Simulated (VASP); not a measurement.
# BeCdO2 (P6_3/mmc) in VASP: single point with PBE

Aim: the single point of BeCdO2 with PBE.

Program: VASP 6.6.1. These are calculated values, not measurements. Logs are shortened: lines on timing, memory, paths and dates and some standing lists are left out, and cuts for length are marked.

### Step 1. The cell of the first run

The structure is hexagonal, space group P6_3/mmc (No. 194). The conventional cell has a = 2.897 Å, b = 2.897 Å, c = 10.989 Å, α = 90.00°, β = 90.00°, γ = 120.00°. Be (site symmetry -6m2) has 6 O at 2.01 Å within 2.7 Å. Cd (site symmetry -3m) has 6 O at 2.33 Å and 6 Cd at 2.90 Å and 6 Be at 3.22 Å within 3.3 Å. O (site symmetry 3m) has 3 Be at 2.01 Å and 1 O at 2.24 Å and 3 Cd at 2.33 Å within 2.7 Å.

### Step 2. Single point, PBE

INCAR

```
ALGO     = Normal         # electronic algorithm
EDIFF    = 1E-6           # SCF threshold, eV
ENCUT    = 700            # plane-wave cutoff, eV
GGA      = PE             # functional
GGA_COMPAT= F            
ISIF     = 2              # what is computed and relaxed
ISMEAR   = 0              # smearing method
LASPH    = T              # aspherical terms in the spheres
LCHARG   = F              # write CHGCAR
LREAL    = F              # projectors in reciprocal space
LWAVE    = F              # write WAVECAR
NBANDS   = 44             # bands
NELM     = 120            # most SCF steps
PREC     = Accurate       # precision mode
SIGMA    = 0.1            # smearing width, eV
```

KPOINTS

```
k-points
0
Gamma
  6 6 2
```

POSCAR

```
BeCdO2
1.0
    2.8972552730      0.0000000000      0.0000000000
   -1.4486276365      2.5090966677      0.0000000000
    0.0000000000      0.0000000000     10.9887075729
Be Cd O
2 2 4
Direct
    0.3333333333      0.6666666667      0.7500000000
    0.6666666667      0.3333333333      0.2500000000
    0.0000000000      0.0000000000      0.5000000000
    0.0000000000      0.0000000000      0.0000000000
    0.3333333333      0.6666666667      0.3517884225
    0.6666666667      0.3333333333      0.8517884225
    0.6666666667      0.3333333333      0.6482115775
    0.3333333333      0.6666666667      0.1482115775
```

Potentials or basis: VASP PAW PBE potentials, release 64 (Be, Cd_sv_GW, O).

On the command line:

```sh
$ cat potpaw_PBE.64/Be/POTCAR potpaw_PBE.64/Cd_sv_GW/POTCAR potpaw_PBE.64/O/POTCAR > POTCAR
$ mpirun -np 1 vasp_std > vasp.out
```

OUTCAR:

```text
EDIFF = 1E-6
   ENCUT = 700
   GGA = PE
   ISIF = 2
   ISMEAR = 0
   LASPH = T
   LREAL = F
   NELM = 120
   PREC = Accurate

 ion  position               nearest neighbor table
   1  0.333  0.667  0.750-   6 2.01   7 2.01   6 2.01   7 2.01   6 2.01   7 2.01
   2  0.667  0.333  0.250-   5 2.01   8 2.01   5 2.01   8 2.01   5 2.01   8 2.01
   3  0.000  0.000  0.500-
   4  0.000  0.000  0.000-
   5  0.333  0.667  0.352-   2 2.01   2 2.01   2 2.01
   6  0.667  0.333  0.852-   1 2.01   1 2.01   1 2.01
   7  0.667  0.333  0.648-   1 2.01   1 2.01   1 2.01
   8  0.333  0.667  0.148-   2 2.01   2 2.01   2 2.01

  LATTYP: Found a hexagonal cell.
 ALAT       =     2.8972552730
 C/A-ratio  =     3.7927992315

  Lattice vectors:

 A1 = (   2.8972552730,   0.0000000000,   0.0000000000)
 A2 = (  -1.4486276365,   2.5090966677,   0.0000000000)
 A3 = (   0.0000000000,   0.0000000000,  10.9887075729)

Analysis of symmetry for initial positions (statically):
=====================================================================
 Subroutine PRICEL returns:
 Original cell was already a primitive cell.

 Routine SETGRP: Setting up the symmetry group for a
 hexagonal supercell.

 Subroutine GETGRP returns: Found 24 space group operations
 (whereof 12 operations were pure point group operations)
 out of a pool of 24 trial point group operations.

The static configuration has the point symmetry D_3d.
 The point group associated with its full space group is D_6h.

Analysis of symmetry for dynamics (positions and initial velocities):
=====================================================================
 Subroutine PRICEL returns:
 Original cell was already a primitive cell.

 Routine SETGRP: Setting up the symmetry group for a
 hexagonal supercell.

 Subroutine GETGRP returns: Found 24 space group operations
 (whereof 12 operations were pure point group operations)
 out of a pool of 24 trial point group operations.

The dynamic configuration has the point symmetry D_3d.
 The point group associated with its full space group is D_6h.

 Subroutine INISYM returns: Found 24 space group operations
 (whereof 12 operations are pure point group operations),
 and found     1 'primitive' translations

----------------------------------------------------------------------------------------

                                     Primitive cell

  volume of cell :      79.8823

  direct lattice vectors                    reciprocal lattice vectors
     2.897255273  0.000000000  0.000000000     0.345154260  0.199274905  0.000000000
    -1.448627636  2.509096668  0.000000000     0.000000000  0.398549810  0.000000000
     0.000000000  0.000000000 10.988707573     0.000000000  0.000000000  0.091002513

  length of vectors
     2.897255273  2.897255273 10.988707573     0.398549810  0.398549810  0.091002513

  position of ions in fractional coordinates (direct lattice)
     0.333333333  0.666666667  0.750000000
     0.666666667  0.333333333  0.250000000
     0.000000000  0.000000000  0.500000000
     0.000000000  0.000000000  0.000000000
     0.333333333  0.666666667  0.351788423
     0.666666667  0.333333333  0.851788423
     0.666666667  0.333333333  0.648211577
     0.333333333  0.666666667  0.148211577

  ion indices of the primitive-cell ions
   primitive index   ion index
                 1           1
                 2           2
                 3           3
                 4           4
                 5           5
                 6           6
                 7           7
                 8           8

----------------------------------------------------------------------------------------

 KPOINTS: k-points

Automatic generation of k-mesh.
 Grid dimensions read from file:
 generate k-points for:    6    6    2

 Generating k-lattice:

  Cartesian coordinates                     Fractional coordinates (reciprocal lattice)
     0.057525710  0.033212484  0.000000000     0.166666667 -0.000000000  0.000000000
     0.000000000  0.066424968  0.000000000     0.000000000  0.166666667  0.000000000
     0.000000000  0.000000000  0.045501256     0.000000000  0.000000000  0.500000000

  Length of vectors
     0.066424968  0.066424968  0.045501256

  Shift w.r.t. Gamma in fractional coordinates (k-lattice)
     0.000000000  0.000000000  0.000000000

 Subroutine IBZKPT returns following result:
 ===========================================

 Found     14 irreducible k-points:

 Following reciprocal coordinates:
            Coordinates               Weight
  0.000000  0.000000  0.000000      1.000000
  0.166667  0.000000  0.000000      6.000000
  0.333333  0.000000  0.000000      6.000000
  0.500000  0.000000  0.000000      3.000000
  0.166667  0.166667  0.000000      6.000000
  0.333333  0.166667  0.000000     12.000000
  0.333333  0.333333  0.000000      2.000000
  0.000000  0.000000  0.500000      1.000000
  0.166667  0.000000  0.500000      6.000000
  0.333333  0.000000  0.500000      6.000000
  0.500000  0.000000  0.500000      3.000000
  0.166667  0.166667  0.500000      6.000000
  0.333333  0.166667  0.500000     12.000000
  0.333333  0.333333  0.500000      2.000000
   k-points           NKPTS =     14   k-points in BZ     NKDIM =     14   number of bands    NBANDS=     44
   number of dos      NEDOS =    301   number of ions     NIONS =      8
   total plane-waves  NPLWV =  75264
   dimension x,y,z NGX =    28 NGY =   28 NGZ =   96
   dimension x,y,z NGXF=    56 NGYF=   56 NGZF=  192
   ions per type =               2   2   4
   NGX,Y,Z   is equivalent  to a cutoff of  16.07, 16.07, 14.52 a.u.
   NGXF,Y,Z  is equivalent  to a cutoff of  32.13, 32.13, 29.05 a.u.
 SYSTEM =  unknown system
   PREC   = accura    normal or accurate (medium, high low for compatibility)
   ISTART =      0    job   : 0-new  1-cont  2-samecut
   ICHARG =      2    charge: 1-file 2-atom 10-const
   ISPIN  =      1    spin polarized calculation?
   LNONCOLLINEAR =      F non collinear calculations
   LSORBIT =      F    spin-orbit coupling
   LASPH  =      T    aspherical Exc in radial PAW
   ENCUT  =  700.0 eV  51.45 Ry    7.17 a.u.   6.25  6.25 23.71*2*pi/ulx,y,z
   NELM   =    120;   NELMIN=  2; NELMDL= -5     # of ELM steps
   EDIFF  = 0.1E-05   stopping-criterion for ELM
   LREAL  =      F    real-space projection
[... 7 lines left out ...]
   TEBEG  =    0.0;   TEEND  =   0.0 temperature during run
   PSTRESS=    0.0 pullay stress
   NELECT =      68.0000    total number of electrons
   NUPDOWN=      -1.0000    fix difference up-down
   EMIN   =  10.00;   EMAX   =-10.00  energy-range for DOS
   EFERMI =   0.00;   METHOD = LEGACY
   ISMEAR =     0;   SIGMA  =   0.10  broadening in eV -4-tet -1-fermi 0-gaus
   EFERMI_NEDOS =   21; number of points for ismear=-14 and -15
   IALGO  =     38    algorithm
   IMIX   =      4    mixing-type and parameters
     AMIX     =   0.40;   BMIX     =  1.00
     AMIX_MAG =   1.60;   BMIX_MAG =  1.00
  volume/ion in A,a.u.               =       9.99        67.38
  Fermi-wavevector in a.u.,A,eV,Ry     =   1.551533  2.931971 32.752667  2.407253
  Thomas-Fermi vector in A             =   2.656038
   LORBIT       =      0    0 simple, 1 ext, 2 COOP (PROOUT), +10 PAW based schemes
   GGA     = PE    functional components
   LHFCALC =     F    Hartree Fock is set to
   AEXX    =    0.0000 exact exchange contribution
   IVDW    =     0    specifies the selected vdW correction
   LEPSILON=     F    determine dielectric tensor
   LRPA    =     F    only Hartree local field effects (RPA)
 non-spin polarized calculation
 Gauss-broadening in eV      SIGMA  =   0.10
  energy-cutoff  :      700.00
  volume of cell :       79.88
 maximum number of plane-waves:      3396
 NGX is ok and might be reduce to    28
   NGX = 13   NGY = 13   NGZ = 47

 number of electron      68.0000002 magnetization

 Free energy of the ion-electron system (eV)
  ---------------------------------------------------
  ext. energy  EPLUGINS =         0.00000000
  ---------------------------------------------------
  free energy    TOTEN  =       -37.88880535 eV

  energy without entropy =      -37.88827861  energy(sigma->0) =      -37.88854198

 E-fermi :   5.8594     XC(G=0): -11.8171

 val. band max:        5.7122183334   @ k =   0.5000   0.0000   0.0000
 cond. band min:       5.9696503932   @ k =   0.0000   0.0000   0.0000
 fundamental gap:      0.2574320598
 Fermi energy:         5.8594130607

 k-point     1 :       0.0000    0.0000    0.0000
  band No.  band energies     occupation
      1     -95.8677      2.00000
      2     -95.8676      2.00000
      3     -56.9770      2.00000
      4     -56.9770      2.00000
      5     -56.9770      2.00000
      6     -56.9770      2.00000
[... 36 lines left out ...]
     43      16.8058      0.00000
     44      16.8131      0.00000

 k-point     2 :       0.1667    0.0000    0.0000
  band No.  band energies     occupation
      1     -95.8660      2.00000
      2     -95.8660      2.00000
      3     -56.9965      2.00000
      4     -56.9964      2.00000
      5     -56.9820      2.00000
      6     -56.9820      2.00000
[... 36 lines left out ...]
     43      16.5599      0.00000
     44      16.8415      0.00000

 k-point     3 :       0.3333    0.0000    0.0000
  band No.  band energies     occupation
      1     -95.8627      2.00000
      2     -95.8627      2.00000
      3     -57.0351      2.00000
      4     -57.0351      2.00000
      5     -56.9920      2.00000
      6     -56.9920      2.00000
[... 506 lines left out ...]
     43      15.5825      0.00000
     44      15.5935      0.00000

 k-point    14 :       0.3333    0.3333    0.5000
  band No.  band energies     occupation
      1     -95.8602      2.00000
      2     -95.8602      2.00000
      3     -57.0318      2.00000
      4     -57.0318      2.00000
      5     -57.0318      2.00000
      6     -57.0318      2.00000
[... 36 lines left out ...]
     43      15.1923      0.00000
     44      15.1928      0.00000

------------------------ aborting loop because EDIFF is reached ----------------------------------------

  FORCE on cell =-STRESS in cart. coord.  units (eV):
  Direction    XX          YY          ZZ          XY          YZ          ZX
  --------------------------------------------------------------------------------------
  -------------------------------------------------------------------------------------
  Total       -0.0910648     -0.0910648     -0.0901983      0.0000000      0.0000000     -0.0000000
  in kB       -1.8264607     -1.8264607     -1.8090821      0.0000000      0.0000000     -0.0000000
  external PRESSURE =      -1.8206678 kB  Pullay stress =       0.0000000 kB

 VOLUME and BASIS-vectors are now :
 -----------------------------------------------------------------------------
  energy-cutoff  :      700.00
  volume of cell :       79.88
      direct lattice vectors                 reciprocal lattice vectors
     2.897255273  0.000000000  0.000000000     0.345154260  0.199274905  0.000000000
    -1.448627636  2.509096668  0.000000000     0.000000000  0.398549810  0.000000000
     0.000000000  0.000000000 10.988707573     0.000000000  0.000000000  0.091002513

 POSITION                                       TOTAL-FORCE (eV/Angst)
 -----------------------------------------------------------------------------------
     -0.00000      1.67273      8.24153         0.000000     -0.000000      0.000000
      1.44863      0.83637      2.74718         0.000000      0.000000      0.000000
      0.00000      0.00000      5.49435         0.000000      0.000000      0.000000
      0.00000      0.00000      0.00000         0.000000      0.000000      0.000000
     -0.00000      1.67273      3.86570         0.000000     -0.000000      0.000993
      1.44863      0.83637      9.36005        -0.000000      0.000000      0.000993
      1.44863      0.83637      7.12301        -0.000000      0.000000     -0.000993
     -0.00000      1.67273      1.62865         0.000000     -0.000000     -0.000993
 -----------------------------------------------------------------------------------
    total drift:                                0.000000     -0.000000      0.000000

  FREE ENERGIE OF THE ION-ELECTRON SYSTEM (eV)
  ---------------------------------------------------
  free  energy   TOTEN  =       -37.8888053470 eV

  energy  without entropy=      -37.8882786131  energy(sigma->0) =      -37.88854198
```

Wall time 61 s (1 thread of AMD EPYC 9R45 (Zen 5), shared host); peak memory 0.26 GiB.

What came out:

```yaml
Free_energy: -37.8888 eV
Pressure: -0.2 GPa
Band_gap_on_the_k_mesh: 0.26 eV (least direct gap 0.68 eV)
```

Caveat: semilocal functionals underestimate gaps, and a narrow one can read as zero.
